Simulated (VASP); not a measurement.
# SnO2 (Pnnm) in VASP: a series of runs, part 3 of 3

VASP 6.6.1. The steps go on from the part before.

## Step 5: Single point, LDA

This run uses another cell than the first one, of 11.03 Å³/atom, 0.842 times its volume.

Input file INCAR:

```
PREC = Accurate
ENCUT = 520
EDIFF = 1E-6
ISMEAR = 0
SIGMA = 0.05
LREAL = False
LASPH = True
NELM = 100
ALGO = Normal
ISIF = 2
LWAVE = False
LCHARG = True
LELF = True
LVHAR = True
NBANDS = 35
```

Input file KPOINTS:

```
Automatic mesh
0
Gamma
  6 6 8
```

Input file POSCAR:

```
SnO2
1.0
    4.6094272255      0.0000000000      0.0000000000
    0.0000000000      4.6099934723      0.0000000000
    0.0000000000      0.0000000000      3.1141542057
Sn O
2 4
Direct
    0.5000000000      0.5000000000      0.5000000000
    0.0000000000      0.0000000000      0.0000000000
    0.3059833077      0.2802382207      0.0000000000
    0.8059833077      0.2197617793      0.5000000000
    0.1940166923      0.7802382207      0.5000000000
    0.6940166923      0.7197617793      0.0000000000
```

Potentials or basis: VASP PAW LDA potentials, release 64 (Sn_d, O).

Launch:

```console
cat potpaw_LDA.64/Sn_d/POTCAR potpaw_LDA.64/O/POTCAR > POTCAR
mpirun -np 1 vasp_std > vasp.out
```

OUTCAR:

```text
PREC = Accurate
   ENCUT = 520
   EDIFF = 1E-6
   ISMEAR = 0
   LREAL = False
   LASPH = True
   NELM = 100
   ISIF = 2

 ion  position               nearest neighbor table
   1  0.500  0.500  0.500-   5 1.91   4 1.91   6 2.06   6 2.06   3 2.06   3 2.06   2 3.61   2 3.61
                             2 3.61   2 3.61   2 3.61   2 3.61   2 3.61   2 3.61
   2  0.000  0.000  0.000-   3 1.91   6 1.91   4 2.06   4 2.06   5 2.06   5 2.06   1 3.61   1 3.61
                             1 3.61   1 3.61   1 3.61   1 3.61   1 3.61   1 3.61
   3  0.306  0.280  0.000-   2 1.91   1 2.06   1 2.06
   4  0.806  0.220  0.500-   1 1.91   2 2.06   2 2.06
   5  0.194  0.780  0.500-   1 1.91   2 2.06   2 2.06
   6  0.694  0.720  0.000-   2 1.91   1 2.06   1 2.06
[... 1124 lines left out ...]
  Total        9.5943468      7.6588567      6.4180713      0.0000000      0.0000000      0.0000000
  in kB      232.2943285    185.4330492    155.3916689      0.0000000      0.0000000      0.0000000
  external PRESSURE =     191.0396822 kB  Pullay stress =       0.0000000 kB

 VOLUME and BASIS-vectors are now :
 -----------------------------------------------------------------------------
  energy-cutoff  :      520.00
  volume of cell :       66.17
      direct lattice vectors                 reciprocal lattice vectors
     4.609427226  0.000000000  0.000000000     0.216946694  0.000000000  0.000000000
     0.000000000  4.609993472  0.000000000     0.000000000  0.216920047  0.000000000
     0.000000000  0.000000000  3.114154206     0.000000000  0.000000000  0.321114477

 POSITION                                       TOTAL-FORCE (eV/Angst)
 -----------------------------------------------------------------------------------
      2.30471      2.30500      1.55708         0.000000      0.000000      0.000000
      0.00000      0.00000      0.00000         0.000000      0.000000      0.000000
      1.41041      1.29190      0.00000         1.563205      1.540764      0.000000
      3.71512      1.01310      1.55708         1.563205     -1.540764      0.000000
      0.89431      3.59689      1.55708        -1.563205      1.540764      0.000000
      3.19902      3.31810      0.00000        -1.563205     -1.540764      0.000000
 -----------------------------------------------------------------------------------
    total drift:                                0.000000     -0.000000     -0.000000

  FREE ENERGIE OF THE ION-ELECTRON SYSTEM (eV)
  ---------------------------------------------------
  free  energy   TOTEN  =       -41.6417809257 eV

  energy  without entropy=      -41.6417809257  energy(sigma->0) =      -41.64178093
```

OSZICAR:

```text
N       E                     dE             d eps       ncg     rms          rms(c)
DAV:   1     0.625714422827E+03    0.62571E+03   -0.25677E+04  6308   0.239E+03
DAV:   2     0.496153936581E+02   -0.57610E+03   -0.54113E+03  6024   0.618E+02
DAV:   3    -0.434193094858E+02   -0.93035E+02   -0.91351E+02  6039   0.207E+02
DAV:   4    -0.480163871612E+02   -0.45971E+01   -0.45658E+01  7096   0.493E+01
DAV:   5    -0.481343124789E+02   -0.11793E+00   -0.11777E+00  7151   0.831E+00    0.169E+01
DAV:   6    -0.417003921584E+02    0.64339E+01   -0.16978E+01  8870   0.646E+01    0.693E+00
DAV:   7    -0.417374330177E+02   -0.37041E-01   -0.21307E+00  6267   0.831E+00    0.337E+00
DAV:   8    -0.416563744312E+02    0.81059E-01   -0.19973E-01  8271   0.490E+00    0.762E-01
DAV:   9    -0.416416879343E+02    0.14686E-01   -0.33757E-02  9156   0.338E+00    0.145E-01
DAV:  10    -0.416417727278E+02   -0.84794E-04   -0.32628E-03  6384   0.398E-01    0.642E-02
DAV:  11    -0.416417818186E+02   -0.90907E-05   -0.17194E-04  8448   0.115E-01    0.197E-02
DAV:  12    -0.416417823302E+02   -0.51163E-06   -0.14150E-05  8507   0.443E-02    0.885E-03
DAV:  13    -0.416417808675E+02    0.14627E-05   -0.47943E-06  6306   0.415E-02    0.164E-03
DAV:  14    -0.416417809257E+02   -0.58249E-07   -0.79155E-07  3641   0.749E-03
   1 F= -.41641781E+02 E0= -.41641781E+02  d E =-.314724E-19
```

It took 3.7 min on 1 thread of Intel Xeon 8259CL, shared host; peak memory 0.25 GiB.

What came out:

```
Free energy            : -41.6418 eV
Pressure               : 19.1 GPa
Largest force          : 2.195 eV/Å
Band gap on the k mesh : 1.89 eV, direct
```

Forces on the atoms (eV/Å):
```
Sn   0.000  0.000  0.000
Sn   0.000  0.000  0.000
O    1.563  1.541  0.000
O    1.563 -1.541  0.000
O   -1.563  1.541  0.000
O   -1.563 -1.541  0.000
```

Stress tensor (GPa, compression positive):
```
23.23  0.00  0.00
 0.00 18.54  0.00
 0.00  0.00 15.54
```

Levels at points of the mesh, in eV from the valence-band top:
```csv
k point,band 23,band 24,band 25,band 26,band 27,band 28,band 29,band 30
"(0.00, 0.00, 0.00)",-1.21,-0.89,-0.82,0.00,1.89,6.35,6.37,7.10
"(0.50, 0.00, 0.00)",-1.21,-1.21,-0.64,-0.64,5.23,5.23,7.76,7.76
"(0.00, 0.50, 0.00)",-1.21,-1.21,-0.53,-0.53,5.10,5.10,7.27,7.27
"(0.50, 0.50, 0.00)",-1.36,-1.36,-0.95,-0.95,5.91,5.91,8.01,8.01
"(0.00, 0.00, 0.50)",-1.95,-1.95,-1.31,-1.31,6.72,6.72,9.87,9.87
"(0.50, 0.00, 0.50)",-1.34,-1.34,-0.54,-0.54,7.01,7.01,8.23,8.23
"(0.00, 0.50, 0.50)",-1.13,-1.13,-0.75,-0.75,7.10,7.10,8.33,8.33
"(0.50, 0.50, 0.50)",-0.90,-0.90,-0.86,-0.86,4.77,4.77,9.36,9.36
```

Caveat: spin-orbit coupling is left out, which moves the levels of the heavy elements; forces of over 1 eV/Å act on the atoms, so gaps and moduli don't describe the material at rest.

## Step 6: Single point, LDA

This run uses another cell than the first one, of 11.03 Å³/atom, 0.842 times its volume.

Input file INCAR:

```
SYSTEM = SnO2
  PREC = Accurate
  ENCUT = 520
  EDIFF = 1E-6
  ISMEAR = 0
  SIGMA = 0.05
  LREAL = .FALSE.
  LASPH = .TRUE.
  NELM = 80
  ALGO = Normal
  ISIF = 2
  LWAVE = .FALSE.
  LCHARG = .FALSE.
  GGA = CA
  NBANDS = 35
```

Input file KPOINTS:

```
regular mesh
0
G
  6 6 8
  0 0 0
```

Input file POSCAR:

```
SnO2
1.0
    4.6094272255      0.0000000000      0.0000000000
    0.0000000000      4.6099934723      0.0000000000
    0.0000000000      0.0000000000      3.1141542057
Sn O
2 4
Direct
    0.5000000000      0.5000000000      0.5000000000
    0.0000000000      0.0000000000      0.0000000000
    0.3059833077      0.2932176170      0.0000000000
    0.8059833077      0.2067823830      0.5000000000
    0.1940166923      0.7932176170      0.5000000000
    0.6940166923      0.7067823830      0.0000000000
```

Potentials or basis: VASP PAW LDA potentials, release 64 (Sn_d, O).

Launch:

```console
cat potpaw_LDA.64/Sn_d/POTCAR potpaw_LDA.64/O/POTCAR > POTCAR
mpirun -np 1 vasp_std > vasp.out
```

Run time: 3.1 min. Hardware: 1 thread of Intel Xeon 8259CL, shared host; peak memory 0.25 GiB.

The run converged. Its results:

* Free energy: -41.9074 eV
* Pressure: 19.0 GPa
* Largest force: 0.964 eV/Å
* Band gap on the k mesh: 1.97 eV, direct

Forces on the atoms (eV/Å):
```
Sn   0.000  0.000  0.000
Sn   0.000  0.000  0.000
O    0.688  0.675  0.000
O    0.688 -0.675  0.000
O   -0.688  0.675  0.000
O   -0.688 -0.675  0.000
```

Stress tensor (GPa, compression positive):
```
19.59  0.00  0.00
 0.00 18.20  0.00
 0.00  0.00 19.16
```

Levels at points of the mesh, in eV from the valence-band top:
| k point | band 24 | band 25 | band 26 | band 27 | band 28 | band 29 |
| --- | --- | --- | --- | --- | --- | --- |
| (0.00, 0.00, 0.00) | -0.91 | -0.87 | 0.00 | 1.97 | 6.39 | 6.41 |
| (0.50, 0.00, 0.00) | -1.22 | -0.69 | -0.69 | 5.20 | 5.20 | 7.49 |
| (0.00, 0.50, 0.00) | -1.22 | -0.62 | -0.62 | 5.13 | 5.13 | 7.24 |
| (0.50, 0.50, 0.00) | -1.36 | -1.00 | -1.00 | 5.74 | 5.74 | 7.94 |
| (0.00, 0.00, 0.50) | -1.96 | -1.37 | -1.37 | 6.83 | 6.83 | 10.01 |
| (0.50, 0.00, 0.50) | -1.32 | -0.62 | -0.62 | 7.12 | 7.12 | 8.42 |
| (0.00, 0.50, 0.50) | -1.23 | -0.70 | -0.70 | 7.17 | 7.17 | 8.49 |
| (0.50, 0.50, 0.50) | -0.99 | -0.93 | -0.93 | 5.12 | 5.12 | 9.16 |

Caveat: spin-orbit coupling is left out, which moves the levels of the heavy elements.

## Step 7: The runs side by side

```tsv
cell	gap on the mesh (eV)	pressure (GPa)	largest force (eV/Å)
a = 4.882, b = 4.883, c = 3.298 Å, 6 atoms	0.26	-16.5	1.61
a = 4.933, b = 4.934, c = 3.333 Å, 6 atoms	0.13	-20.3	0.96
a = 4.609, b = 4.610, c = 3.114 Å, 6 atoms	1.97	19.0	0.96
```

Some of these runs hold the atoms at other places in the same cell, which the table doesn't show; runs alike in all that it shows share one row.

Alike in all rows: task single point; level LDA; potentials or basis VASP PAW LDA potentials, release 64 (Sn_d, O); no spin polarisation; k mesh 6 × 6 × 8; cutoff (eV) 520; smearing gaussian 0.05 eV.

Caveats: spin-orbit coupling is left out, which moves the levels of the heavy elements; forces of over 1 eV/Å act on the atoms, so gaps and moduli don't describe the material at rest (some runs).

Absolute energies hang on the potentials; compare differences alone.
